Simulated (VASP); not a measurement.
Wanted: the native input for a VASP 6.6.1 run.

```yaml
Task: single point
Functional: HF
Potentials_or_basis: VASP PAW PBE potentials, release 64 (Ag_sv_GW)
Cutoff: 470 eV
k_mesh: 6 × 6 × 6
Occupations: fermi-dirac, width 0.05 eV
Spin: no spin polarisation
Dipole_correction: no
Grid_for_exact_exchange_PRECFOCK: Normal
Further_INCAR_settings: ALGO = Normal; EDIFF = 1e-06; NBANDS = 16
Share_of_exact_exchange: 1
```

Crystal: Ag.

```
Ag
1.0
     0.00000    2.06963    2.06963
     2.06963    0.00000    2.06963
     2.06963    2.06963    0.00000
Ag
1
Direct
  0.00000 0.00000 0.00000
```

One way to write it, as run:

POSCAR

```
Ag
1.0
    0.0000000000      2.0696313722      2.0696313722
    2.0696313722      0.0000000000      2.0696313722
    2.0696313722      2.0696313722      0.0000000000
Ag
1
Direct
    0.0000000000      0.0000000000      0.0000000000
```

INCAR.step1

```
  PREC = Accurate
  ENCUT = 470
  EDIFF = 1E-5
  ISMEAR = -1
  SIGMA = 0.05
  LREAL = False
  LASPH = True
  NELM = 120
  ALGO = Normal
  ISIF = 2
  LWAVE = True
  LCHARG = False
  NBANDS = 16
  GGA = PE
  GGA_COMPAT = False
```

INCAR.step2

```
  PREC = Accurate
  ENCUT = 470
  EDIFF = 1E-6
  ISMEAR = -1
  SIGMA = 0.05
  LREAL = False
  LASPH = True
  NELM = 120
  ALGO = Normal
  ISIF = 2
  LWAVE = False
  LCHARG = False
  GGA = PE
  LHFCALC = True
  AEXX = 1.0
  ALDAC = 0.0
  AGGAC = 0.0
  PRECFOCK = Normal
  NBANDS = 16
  ISTART = 1
  GGA_COMPAT = False
```

KPOINTS

```
Automatic mesh
0
Gamma
  6 6 6
```

Potentials or basis: VASP PAW PBE potentials, release 64 (Ag_sv_GW).

Launch:

```console
$ cat potpaw_PBE.64/Ag_sv_GW/POTCAR > POTCAR
$ cp INCAR.step1 INCAR
$ mpirun -np 1 vasp_std > vasp.out
$ cp INCAR.step2 INCAR
$ mpirun -np 1 vasp_std > vasp.out
```

It gave:

```
Pressure               : 10.9 GPa
Band gap on the k mesh : zero (an odd number of electrons rules out a gap without spin polarisation)
```

Caveat: the k points lie up to 0.44 Å⁻¹ apart, too coarse for converged energies and pressures of a metal; the PAW data sets were made with another functional, which shifts forces and pressure a little.

Wall time 8.3 min on 1 thread of Intel(R) Xeon(R) 6975P-C (Granite Rapids), on a shared host, peak memory 0.15 GiB.
